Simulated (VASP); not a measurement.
# Ga2As2H in VASP: further runs

Ga2As2H is run at these levels: PBE; tasks: single point.

Everything below comes from runs of VASP 6.6.1. Logs are shortened: lines on timing, memory, paths and dates and some standing lists are left out, and cuts for length are marked.

### 1 The cell of the first run

The cell holds a slab with vacuum, 5 atoms: a = 4.063 Å, b = 4.063 Å, c = 19.890 Å, α = 90.00°, β = 90.00°, γ = 90.00°.

### 2 Single point, PBE, collinear spin

INCAR reads:

```
SYSTEM = Ga2As2H
PREC = Accurate ; ENCUT = 520
EDIFF = 1E-6 ; ISMEAR = 0
SIGMA = 0.05 ; LREAL = .False.
LASPH = .True. ; NELM = 150
ALGO = Normal ; ISIF = 2
LWAVE = .False. ; LCHARG = .False.
ISPIN = 2 ; MAGMOM = 0 0 0 0 1
LORBIT = 11 ; LDIPOL = .True.
IDIPOL = 3 ; DIPOL = 0.5 0.5 0.344
GGA = PE ; NBANDS = 30
```

KPOINTS reads:

```
Automatic mesh
0
Gamma
  7 7 1
  0 0 0
```

POSCAR reads:

```
Ga2As2H
1.0
    4.0629609257      0.0000000000      0.0000000000
    0.0000000000      4.0629609257      0.0000000000
    0.0000000000      0.0000000000     19.8904986560
As Ga H
2 2 1
Direct
    0.0000000000      0.5000000000      0.2011010417
    0.5000000000      0.0000000000      0.3511019680
    0.5000000000      0.5000000000      0.2733201266
    0.0000000000      0.0000000000      0.4218345051
    0.2500000000      0.2500000000      0.4709568865
```

Potentials or basis: VASP PAW PBE potentials, release 64 (As, Ga_d, H).

The run is started by

```bash
$ cat potpaw_PBE.64/As/POTCAR potpaw_PBE.64/Ga_d/POTCAR potpaw_PBE.64/H/POTCAR > POTCAR
$ mpirun -np 1 vasp_std > vasp.out
```

OUTCAR:

```text
SYSTEM = Ga2As2H
   PREC = Accurate
   ENCUT = 520
   EDIFF = 1E-6
   ISMEAR = 0
   LREAL = .False.
   LASPH = .True.
   NELM = 150
   ISIF = 2
   ISPIN = 2
   LORBIT = 11
   GGA = PE

 ion  position               nearest neighbor table
   1  0.000  0.500  0.201-   3 2.49   3 2.49
   2  0.500  0.000  0.351-   4 2.47   4 2.47   3 2.55   3 2.55
   3  0.500  0.500  0.273-   1 2.49   1 2.49   2 2.55   2 2.55
   4  0.000  0.000  0.422-   5 1.74   2 2.47   2 2.47
   5  0.250  0.250  0.471-   4 1.74

  LATTYP: Found a simple tetragonal cell.
 ALAT       =     4.0629609257
 C/A-ratio  =     4.8955673017

  Lattice vectors:

 A1 = (   4.0629609257,   0.0000000000,   0.0000000000)
 A2 = (   0.0000000000,   4.0629609257,   0.0000000000)
 A3 = (   0.0000000000,   0.0000000000,  19.8904986560)

Analysis of symmetry for initial positions (statically):
=====================================================================
 Subroutine PRICEL returns:
 Original cell was already a primitive cell.

 Routine SETGRP: Setting up the symmetry group for a
 simple tetragonal supercell.

 Subroutine GETGRP returns: Found  1 space group operations
 (whereof  1 operations were pure point group operations)
 out of a pool of 16 trial point group operations.

The static configuration has the point symmetry C_1 .

Analysis of symmetry for dynamics (positions and initial velocities):
=====================================================================
 Subroutine PRICEL returns:
 Original cell was already a primitive cell.

 Routine SETGRP: Setting up the symmetry group for a
 simple tetragonal supercell.

 Subroutine GETGRP returns: Found  1 space group operations
 (whereof  1 operations were pure point group operations)
 out of a pool of 16 trial point group operations.

The dynamic configuration has the point symmetry C_1 .

Analysis of structural, dynamic, and magnetic symmetry:
=====================================================================
 Subroutine PRICEL returns:
 Original cell was already a primitive cell.

 Routine SETGRP: Setting up the symmetry group for a
 simple tetragonal supercell.

 Subroutine GETGRP returns: Found  1 space group operations
 (whereof  1 operations were pure point group operations)
 out of a pool of 16 trial point group operations.

The overall configuration has the point symmetry C_1 .

 Subroutine INISYM returns: Found  1 space group operations
 (whereof  1 operations are pure point group operations),
 and found     1 'primitive' translations

----------------------------------------------------------------------------------------

                                     Primitive cell

  volume of cell :     328.3454

  direct lattice vectors                    reciprocal lattice vectors
     4.062960926  0.000000000  0.000000000     0.246125921  0.000000000  0.000000000
     0.000000000  4.062960926  0.000000000     0.000000000  0.246125921  0.000000000
     0.000000000  0.000000000 19.890498656     0.000000000  0.000000000  0.050275260

  length of vectors
     4.062960926  4.062960926 19.890498656     0.246125921  0.246125921  0.050275260

  position of ions in fractional coordinates (direct lattice)
     0.000000000  0.500000000  0.201101042
     0.500000000  0.000000000  0.351101968
     0.500000000  0.500000000  0.273320127
     0.000000000  0.000000000  0.421834505
     0.250000000  0.250000000  0.470956886

  ion indices of the primitive-cell ions
   primitive index   ion index
                 1           1
                 2           2
                 3           3
                 4           4
                 5           5

----------------------------------------------------------------------------------------

 KPOINTS: Automatic mesh

Automatic generation of k-mesh.
 Grid dimensions read from file:
 generate k-points for:    7    7    1

 Generating k-lattice:
[... 24 lines left out ...]
  0.428571  0.000000  0.000000      2.000000
[... 16 lines left out ...]
  0.285714  0.428571  0.000000      2.000000
  0.428571  0.428571  0.000000      2.000000
   k-points           NKPTS =     25   k-points in BZ     NKDIM =     25   number of bands    NBANDS=     30
   number of dos      NEDOS =    301   number of ions     NIONS =      5
   total plane-waves  NPLWV = 135000
   dimension x,y,z NGX =    30 NGY =   30 NGZ =  150
   dimension x,y,z NGXF=    60 NGYF=   60 NGZF=  300
   ions per type =               2   2   1
   NGX,Y,Z   is equivalent  to a cutoff of  12.28, 12.28, 12.54 a.u.
   NGXF,Y,Z  is equivalent  to a cutoff of  24.55, 24.55, 25.07 a.u.
 SYSTEM =  Ga2As2H
   PREC   = accura    normal or accurate (medium, high low for compatibility)
   ISTART =      0    job   : 0-new  1-cont  2-samecut
   ICHARG =      2    charge: 1-file 2-atom 10-const
   ISPIN  =      2    spin polarized calculation?
   LNONCOLLINEAR =      F non collinear calculations
   LSORBIT =      F    spin-orbit coupling
   LASPH  =      T    aspherical Exc in radial PAW
   ENCUT  =  520.0 eV  38.22 Ry    6.18 a.u.   7.55  7.55 36.98*2*pi/ulx,y,z
   NELM   =    150;   NELMIN=  2; NELMDL= -5     # of ELM steps
   EDIFF  = 0.1E-05   stopping-criterion for ELM
   LREAL  =      F    real-space projection
   EDIFFG = 0.1E-04   stopping-criterion for IOM
   NSW    =      0    number of steps for IOM
   IBRION =     -1    ionic relax: 0-MD 1-quasi-New 2-CG
   NFREE  =      0    steps in history (QN), initial steepest desc. (CG)
   ISIF   =      2    stress and relaxation
   ISYM   =      2    0-nonsym 1-usesym 2-fastsym
   POTIM  = 0.5000    time-step for ionic-motion
   TEBEG  =    0.0;   TEEND  =   0.0 temperature during run
   PSTRESS=    0.0 pullay stress
   NELECT =      37.0000    total number of electrons
   NUPDOWN=      -1.0000    fix difference up-down
   EMIN   =  10.00;   EMAX   =-10.00  energy-range for DOS
   EFERMI =   0.00;   METHOD = LEGACY
   ISMEAR =     0;   SIGMA  =   0.05  broadening in eV -4-tet -1-fermi 0-gaus
   EFERMI_NEDOS =   21; number of points for ismear=-14 and -15
   IALGO  =     38    algorithm
   IMIX   =      4    mixing-type and parameters
     AMIX     =   0.40;   BMIX     =  1.00
     AMIX_MAG =   1.60;   BMIX_MAG =  1.00
  volume/ion in A,a.u.               =      65.67       443.16
  Fermi-wavevector in a.u.,A,eV,Ry     =   0.790736  1.494275  8.507235  0.625264
  Thomas-Fermi vector in A             =   1.896137
   LORBIT       =     11    0 simple, 1 ext, 2 COOP (PROOUT), +10 PAW based schemes
   GGA     = PE    functional components
   LHFCALC =     F    Hartree Fock is set to
   AEXX    =    0.0000 exact exchange contribution
   IVDW    =     0    specifies the selected vdW correction
   LEPSILON=     F    determine dielectric tensor
   LRPA    =     F    only Hartree local field effects (RPA)
 spin polarized calculation
 Gauss-broadening in eV      SIGMA  =   0.05
  energy-cutoff  :      520.00
  volume of cell :      328.35
 maximum number of plane-waves:      8887
 NGX is ok and might be reduce to    30
   NGX = 15   NGY = 15   NGZ = 73

 dipolmoment           0.000000      0.000000      0.000019 electrons x Angstroem

 number of electron      37.0000033 magnetization       0.0980846

 dipolmoment           0.000000      0.000000     -0.103357 electrons x Angstroem

 Free energy of the ion-electron system (eV)
  ---------------------------------------------------
  ext. energy  EPLUGINS =         0.00000000
  ---------------------------------------------------
  free energy    TOTEN  =       -16.80344100 eV

  energy without entropy =      -16.79985329  energy(sigma->0) =      -16.80164714

 E-fermi :  -2.6036     XC(G=0):  -3.6873

 val. band max:       -2.6126798860   @ k =   0.0000   0.2857   0.0000
 cond. band min:      -2.5695407170   @ k =  -0.1429   0.2857   0.0000
 fundamental gap:      0.0431391689
 Fermi energy:        -2.6036166567

 spin component 1

 k-point     1 :       0.0000    0.0000    0.0000
  band No.  band energies     occupation
      1     -17.6816      1.00000
      2     -17.6278      1.00000
      3     -17.5821      1.00000
      4     -17.5138      1.00000
      5     -17.4790      1.00000
      6     -16.8554      1.00000
[... 781 lines left out ...]
     29       5.5337      0.00000
     30       5.7642      0.00000

 [... further k-points ...]

 spin component 2

 k-point     1 :       0.0000    0.0000    0.0000
  band No.  band energies     occupation
      1     -17.6810      1.00000
      2     -17.6270      1.00000
      3     -17.5821      1.00000
      4     -17.5127      1.00000
      5     -17.4781      1.00000
      6     -16.8553      1.00000
[... 781 lines left out ...]
     29       5.5433      0.00000
     30       5.7730      0.00000

 [... further k-points ...]

------------------------ aborting loop because EDIFF is reached ----------------------------------------

 vacuum level on the upper side and lower side of the slab       (xc-potential included)        -0.552         0.551

  FORCE on cell =-STRESS in cart. coord.  units (eV):
  Direction    XX          YY          ZZ          XY          YZ          ZX
  --------------------------------------------------------------------------------------
  -------------------------------------------------------------------------------------
  Total       -2.5968453     -2.7606182     -0.4815195     -1.3896741      0.3773436     -2.4422798
  in kB      -12.6714322    -13.4705698     -2.3495976     -6.7809820      1.8412661    -11.9172221
  external PRESSURE =      -9.4971999 kB  Pullay stress =       0.0000000 kB

 VOLUME and BASIS-vectors are now :
 -----------------------------------------------------------------------------
  energy-cutoff  :      520.00
  volume of cell :      328.35
      direct lattice vectors                 reciprocal lattice vectors
     4.062960926  0.000000000  0.000000000     0.246125921  0.000000000  0.000000000
     0.000000000  4.062960926  0.000000000     0.000000000  0.246125921  0.000000000
     0.000000000  0.000000000 19.890498656     0.000000000  0.000000000  0.050275260

 POSITION                                       TOTAL-FORCE (eV/Angst)
 -----------------------------------------------------------------------------------
      0.00000      2.03148      4.00000         0.122729     -0.128648      0.339463
      2.03148      0.00000      6.98359         0.090117     -0.787847     -0.159270
      2.03148      2.03148      5.43647         0.170873      0.279919     -0.268593
      0.00000      0.00000      8.39050         0.917703      1.116396      0.085903
      1.01574      1.01574      9.36757        -1.301422     -0.479821      0.002497
 -----------------------------------------------------------------------------------
    total drift:                               -0.000066      0.000001     -0.000465

  FREE ENERGIE OF THE ION-ELECTRON SYSTEM (eV)
  ---------------------------------------------------
  free  energy   TOTEN  =       -16.8034409959 eV

  energy  without entropy=      -16.7998532851  energy(sigma->0) =      -16.80164714

 vacuum level on the upper side and lower side of the slab         1.998         3.130

 total charge

# of ion       s       p       d       tot
------------------------------------------
    1        1.290   1.343   0.016   2.649
    2        1.239   1.500   0.030   2.769
    3        0.906   0.715   9.977  11.598
    4        0.943   0.638   9.961  11.543
    5        0.479   0.006   0.000   0.485
--------------------------------------------------
tot          4.857   4.202  19.984  29.044

 magnetization (x)

# of ion       s       p       d       tot
------------------------------------------
    1        0.001   0.031   0.000   0.032
    2        0.001   0.007   0.000   0.008
    3       -0.001  -0.000   0.001  -0.000
    4       -0.000   0.002   0.001   0.002
    5        0.002   0.000   0.000   0.002
--------------------------------------------------
tot          0.003   0.040   0.002   0.045
```

Wall time 8.9 min (1 thread of Intel Xeon Platinum 8488C (Sapphire Rapids), shared host); peak memory 0.69 GiB.

Results:

| Property | Result |
| --- | --- |
| Free energy | -16.8034 eV |
| Largest force | 1.448 eV/Å |
| Net moment | 0.10 μB per cell |
| Site moments | As +0.03, +0.01; Ga -0.00, +0.00; H +0.00 μB |
| Valence electrons inside the program's atomic spheres | As 2.65, 2.77; Ga 11.60, 11.54; H 0.48 |

Forces on the atoms (eV/Å):
```
As   0.123 -0.129  0.339
As   0.090 -0.788 -0.159
Ga   0.171  0.280 -0.269
Ga   0.918  1.116  0.086
H   -1.301 -0.480  0.002
```

[end of part 1 of 2]
